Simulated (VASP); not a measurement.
Ga: relaxation of cell and atoms with LDA

The system is Ga.

```xyz
1
Lattice="-1.6810 1.6810 1.6810 1.6810 -1.6810 1.6810 1.6810 1.6810 -1.6810" Properties=species:S:1:pos:R:3 pbc="T T T"
Ga    0.0000    0.0000    0.0000
```

| Quantity | Value |
| --- | --- |
| Program | VASP 6.6.1 |
| Task | relaxation of cell and atoms |
| Functional | LDA |
| Potentials or basis | VASP PAW LDA potentials, release 64 (Ga_d) |
| Cutoff | 600 eV |
| k mesh | 17 × 17 × 17 |
| Occupations | fermi-dirac, width 0.08 eV |
| Spin | no spin polarisation |
| Dipole correction | no |
| Further INCAR settings | ALGO = Normal; EDIFF = 1e-06; IBRION = 2; EDIFFG = -0.005; NSW = 60; ISIF = 3 |

The relaxed volume is 17.46 Å³/atom and the relaxed cell is a = 2.830 Å, b = 2.830 Å, c = 2.830 Å, α = 109.47°, β = 109.47°, γ = 109.47°. The space group after relaxing (to 0.05 Å) is Im-3m (No. 229) and the energy gained by relaxing is 24.3 meV/atom. The ionic steps are 3. The pressure after relaxing is 0.0 GPa.

The path:
| step | energy change (eV) | largest force (eV/Å) | pressure (GPa) | volume (Å³) |
| --- | --- | --- | --- | --- |
| 1 | 0.0000 | 0.0000 | -4.55 | 19.00 |
| 2 | -0.0241 | 0.0000 | -0.40 | 17.56 |
| 3 | -0.0243 | 0.0000 | 0.02 | 17.46 |

Final structure:
```
CELL_PARAMETERS angstrom
-1.63413 1.63413 1.63413
1.63413 -1.63413 1.63413
1.63413 1.63413 -1.63413
ATOMIC_POSITIONS crystal
Ga 0.00000 0.00000 0.00000
```

Levels at points of the mesh, in eV from the Fermi level:
| k point | band 4 | band 5 | band 6 | band 7 | band 8 | band 9 |
| --- | --- | --- | --- | --- | --- | --- |
| (0.00, 0.00, 0.00) | -14.89 | -14.89 | -11.68 | 13.33 | 13.33 | 13.33 |

Wall time 33 s on 1 thread of Intel Xeon 6975P-C (shared host), peak memory 0.16 GiB.
